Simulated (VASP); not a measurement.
Write the native input for VASP 6.6.1 that does the following.

```
Task                               : single point
Functional                         : HSE06
Potentials or basis                : VASP PAW PBE potentials, release 64 (Si, C)
Cutoff                             : 520 eV
k mesh                             : 8 × 8 × 8
Occupations                        : gaussian, width 0.01 eV
Spin                               : no spin polarisation
Dipole correction                  : no
Grid for exact exchange (PRECFOCK) : Normal
Further INCAR settings             : ALGO = Normal; EDIFF = 1e-07; NBANDS = 11
Share of exact exchange            : 0.25
Screening parameter                : 0.2079 1/Å
```

Crystal: SiC.

```
Si C
1.0
     0.00000    2.21159    2.17805
     2.21159    0.00000    2.17805
     2.21159    2.21159    0.00000
Si C
1 1
Direct
  0.00000 0.00000 0.00000
  0.25000 0.25000 0.25000
```

This cell differs from its parent crystal: biaxial xy strain +1.5%.

These files were run (other wordings do the same):

POSCAR

```
SiC
1.0
    0.0000000000      2.2115943538      2.1780523476
    2.2115943538      0.0000000000      2.1780523476
    2.2115943538      2.2115943538      0.0000000000
Si C
1 1
Direct
    0.0000000000      0.0000000000      0.0000000000
    0.2500000000      0.2500000000      0.2500000000
```

INCAR.step1

```
SYSTEM = SiC
  PREC = Accurate
  ENCUT = 520
  EDIFF = 1E-5
  ISMEAR = 0
  SIGMA = 0.01
  LREAL = .FALSE.
  LASPH = .TRUE.
  NELM = 80
  ALGO = Normal
  ISIF = 2
  LWAVE = .TRUE.
  GGA = PE
  NBANDS = 11
```

INCAR.step2

```
SYSTEM = SiC
  PREC = Accurate
  ENCUT = 520
  EDIFF = 1E-7
  ISMEAR = 0
  SIGMA = 0.01
  LREAL = .FALSE.
  LASPH = .TRUE.
  NELM = 80
  ALGO = Normal
  ISIF = 2
  LWAVE = .FALSE.
  LCHARG = .TRUE.
  GGA = PE
  LHFCALC = .TRUE.
  HFSCREEN = 0.2079
  PRECFOCK = Normal
  LELF = .TRUE.
  LVHAR = .TRUE.
  ISTART = 1
  NBANDS = 11
```

KPOINTS

```
regular mesh
0
G
  8 8 8
  0 0 0
```

Potentials or basis: VASP PAW PBE potentials, release 64 (Si, C).

Run with:

```sh
$ cat potpaw_PBE.64/Si/POTCAR potpaw_PBE.64/C/POTCAR > POTCAR
$ cp INCAR.step1 INCAR
$ mpirun -np 1 vasp_std > vasp.out
$ cp INCAR.step2 INCAR
$ mpirun -np 1 vasp_std > vasp.out
```

It gave:

```json
{
 "Pressure": "-8.1 GPa",
 "Band gap on the k mesh": "2.09 eV (least direct gap 5.67 eV)"
}
```

Caveat: the cell differs from its parent crystal (biaxial xy strain +1.5%); the cell stands under tension; the PAW data sets were made with another functional, which shifts forces and pressure a little.

Wall time 54 min on 1 thread of Oxide Virtual Turin-like Processor (shared host), peak memory 0.23 GiB.
